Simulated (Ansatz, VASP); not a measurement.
## One calculation of GaP, two programs

Contents of INCAR:

```
SYSTEM = GaP
  PREC = Accurate
  ENCUT = 500
  EDIFF = 1E-6
  ISMEAR = 0
  SIGMA = 0.02
  LREAL = .False.
  LASPH = .True.
  NELM = 120
  ALGO = Normal
  ISIF = 2
  LWAVE = .False.
  LCHARG = .False.
  GGA = PS
  NBANDS = 16
  GGA_COMPAT = .False.
```

File KPOINTS:

```
Automatic mesh
0
Gamma
  6 6 6
  0 0 0
```

Contents of POSCAR:

```
GaP
1.0
    0.0000000000      2.7194361116      2.7194361116
    2.7194361116      0.0000000000      2.7194361116
    2.7194361116      2.7194361116      0.0000000000
Ga P
1 1
Direct
    0.0000000000      0.0000000000      0.0000000000
    0.7500000000      0.7500000000      0.7500000000
```

Input for Ansatz:

```yaml
crystal:
  lattice:
    - [0.0, 2.7194361116, 2.7194361116]
    - [2.7194361116, 0.0, 2.7194361116]
    - [2.7194361116, 2.7194361116, 0.0]
  atoms:
    - { symbol: Ga, position: [0.0, 0.0, 0.0] }
    - { symbol: P, position: [0.75, 0.75, 0.75] }
basis:
  ecutwfc: 420
kpoints:
  mp_grid: { grid: [6, 6, 6] }
hamiltonian:
  xc: pbesol
  pseudopotentials: { kind: paw, azcp: { folder: soft_1 } }
scf:
  occupations: { method: gaussian, width: 0.02 }
output:
  forces: true
  stress: true
  eigenvalues: true
```

Alike in both runs: task single point; functional PBEsol; k mesh 6 × 6 × 6; occupations gaussian, width 0.02 eV; no spin polarisation.

```csv
,VASP,Ansatz
version,VASP 6.6.1,Ansatz 0.2.0
potentials or method,"VASP PAW PBE potentials, release 64 (Ga_d, P), cutoff 500 eV","scalar-relativistic, plane waves, PAW"
valence electrons in the cell,18,18
```

```csv
,VASP,Ansatz,Ansatz less VASP
gap on the k mesh at the Fermi level (eV),1.50,1.50,-0.003
least direct gap on the mesh (eV),1.80,1.79,-0.007
pressure (GPa),-0.1,0.0,+0.12
```

VASP's potentials were made for PBE, not for PBEsol, and Ansatz warns of the same on its side.
